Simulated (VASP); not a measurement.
Runs of VASP 6.6.1 on MnO2. It takes space group R-3m (No. 166, trigonal). The conventional cell has a = 2.857 Å, b = 2.857 Å, c = 13.752 Å, α = 90.00°, β = 90.00°, γ = 120.00°. Within 2.5 Å of Mn (site symmetry -3m) lie 6 O at 1.90 Å. O (site symmetry 3m) has 3 Mn at 1.90 Å within 2.5 Å. 

| level | k mesh | smearing | gap on the mesh (eV) | pressure (GPa) | moment (μB) | largest force (eV/Å) |
| --- | --- | --- | --- | --- | --- | --- |
| PBE | 6 × 6 × 6 | methfessel-paxton 0.272114 eV | 0.86 | 6.0 | 3.00 | 0.31 |
| revPBE | 5 × 5 × 5 | methfessel-paxton 0.1 eV | 1.01 | (a) | 3.00 | 0.46 |
| PBEsol | 6 × 6 × 6 | gaussian 0.1 eV | 0.75 | -1.1 | 3.00 | (b) |
| PBE | 3 × 3 × 3, shifted | gaussian 0.1 eV | 1.08 | 5.9 | 3.00 | 0.29 |
| PBE | 6 × 6 × 6 | gaussian 0.1 eV | 0.86 | 6.0 | 3.00 | 0.31 |

Alike in all rows: task single point; potentials or basis VASP PAW PBE potentials, release 64 (Mn_pv, O); spin collinear, ferromagnetic start; cell as given; cutoff (eV) 520.

Problem. Fill in the values left out.

Solution. (a) 9.9; (b) 0.08.

Caveats: all runs use coarse meshes; a cell with one magnetic atom can't hold antiferromagnetic order, which such compounds often take; the PAW data sets were made with another functional, which shifts forces and pressure a little (some runs).

A k mesh can miss the band edges.
